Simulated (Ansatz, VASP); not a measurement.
# Two plane-wave programs on Te2Pt

The input INCAR:

```
PREC     = Accurate       # precision mode
ENCUT    = 500            # plane-wave cutoff, eV
EDIFF    = 1E-6           # SCF threshold, eV
ISMEAR   = -1             # smearing method
SIGMA    = 0.05           # smearing width, eV
LREAL    = F              # projectors in reciprocal space
LASPH    = T              # aspherical terms in the spheres
NELM     = 120            # most SCF steps
ALGO     = Normal         # electronic algorithm
ISIF     = 2              # what is computed and relaxed
LWAVE    = F              # write WAVECAR
LCHARG   = F              # write CHGCAR
GGA      = B5             # functional
ALDAX    = 1.0          
AGGAX    = 1.0          
AGGAC    = 1.0          
ALDAC    = 0.0          
NBANDS   = 18             # bands
GGA_COMPAT= F
```

KPOINTS

```
Automatic mesh
0
Gamma
  8 8 5
```

POSCAR

```
Te2Pt
1.0
    4.0100000000      0.0000000000      0.0000000000
   -2.0050000000      3.4727618692      0.0000000000
    0.0000000000      0.0000000000      5.2010000000
Pt Te
1 2
Direct
    0.0000000000      0.0000000000      0.0000000000
    0.6666666667      0.3333333333      0.7500000000
    0.3333333333      0.6666666667      0.2500000000
```

Contents of input.yaml:

```yaml
crystal:
  lattice:
    - [4.01, 0.0, 0.0]
    - [-2.005, 3.4727618692, 0.0]
    - [0.0, 0.0, 5.201]
  atoms:
    - { symbol: Pt, position: [0.0, 0.0, 0.0] }
    - { symbol: Te, position: [0.6666666667, 0.3333333333, 0.75] }
    - { symbol: Te, position: [0.3333333333, 0.6666666667, 0.25] }
hamiltonian:
  xc: blyp
  pseudopotentials: { kind: paw }
kpoints:
  mp_grid: { grid: [8, 8, 5] }
  band_path:
    path:
      - [[0.0, 0.0, 0.0], [0.5, 0.0, 0.0], [0.3333333333, 0.3333333333, 0.0], [0.0, 0.0, 0.0], [0.0, 0.0, 0.5], [0.5, 0.0, 0.5], [0.3333333333, 0.3333333333, 0.5], [0.0, 0.0, 0.5]]
      - [[0.5, 0.0, 0.5], [0.5, 0.0, 0.0]]
      - [[0.3333333333, 0.3333333333, 0.0], [0.3333333333, 0.3333333333, 0.5]]
    npoints: 14
scf:
  occupations: { method: fermi_dirac, width: 0.05 }
  n_extra_bands: 7
output:
  forces: true
  stress: true
  eigenvalues: true
  fatbands: false
```

Alike in both runs: functional BLYP; k mesh 8 × 8 × 5; occupations fermi-dirac, width 0.05 eV; no spin polarisation.

|  | VASP | Ansatz |
| --- | --- | --- |
| version | VASP 6.6.1 | Ansatz 0.2.0 |
| potentials or method | VASP PAW PBE potentials, release 64 (Pt, Te) | Ansatz PAW |
| plane-wave cutoff (eV) | 500 | 420 |
| valence electrons in the cell | 22 | 50 |
| task | single point | band structure |

```csv
,VASP,Ansatz,Ansatz less VASP
gap on the k mesh at the Fermi level (eV),none,none,-
pressure (GPa),16.1,15.6,-0.50
"traceless stress, the component that is largest in VASP (GPa)",-1.46,-1.32,+0.144
rms of the force components (eV/Å),0.686,0.655,-0.0315
```

VASP's potentials were made for PBE, not for BLYP. Atom by atom the forces differ by 0.031 eV/Å (rms over components). A gap of «none» marks a metal or a gap that the smearing closes. VASP's potentials hold 22 valence electrons a cell and Ansatz's 50, so a difference there can come from the potentials and not from the codes.

Spin-orbit coupling is off throughout.
